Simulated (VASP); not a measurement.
Wanted: the native input for a VASP 6.6.1 run.

- Task: single point
- Functional: LDA
- Potentials or basis: VASP PAW LDA potentials, release 64 (Ru_pv)
- Cutoff: 520 eV
- k mesh: 13 × 13 × 13
- Occupations: fermi-dirac, width 0.1 eV
- Spin: no spin polarisation
- Dipole correction: no
- Further INCAR settings: ALGO = Normal; EDIFF = 1e-07; NBANDS = 21

The structure of Ru lies in POSCAR:

```
Ru
1.0
    0.0000000000      2.6781447146      2.6781447146
    2.6781447146      0.0000000000      2.6781447146
    2.6781447146      2.6781447146      0.0000000000
Ru
2
Direct
   -0.1250000000     -0.1250000000     -0.1250000000
    0.1250000000      0.1250000000      0.1250000000
```

These files were run (other wordings do the same):

INCAR

```
SYSTEM = Ru
ALGO = Normal ; EDIFF = 1E-7
ENCUT = 520 ; ISIF = 2
ISMEAR = -1 ; LASPH = .True.
LCHARG = .True. ; LELF = .True.
LREAL = .False. ; LVHAR = .True.
LWAVE = .False. ; NBANDS = 21
NELM = 80 ; PREC = Accurate
SIGMA = 0.1
```

KPOINTS

```
k-points
0
Gamma
  13 13 13
  0 0 0
```

Potentials or basis: VASP PAW LDA potentials, release 64 (Ru_pv).

Launch:

```console
$ cat potpaw_LDA.64/Ru_pv/POTCAR > POTCAR
$ mpirun -np 1 vasp_std > vasp.out
```

Results of the run:

```json
{"Pressure": "0.9 GPa", "Band gap on the k mesh": "zero (band 14 reaches 7.97 eV, above the bottom of band 15 at 6.95 eV)"}
```

It took 21 s on 1 thread of Intel(R) Xeon(R) 6975P-C (Granite Rapids), with other jobs on the host, peak memory 0.18 GiB.
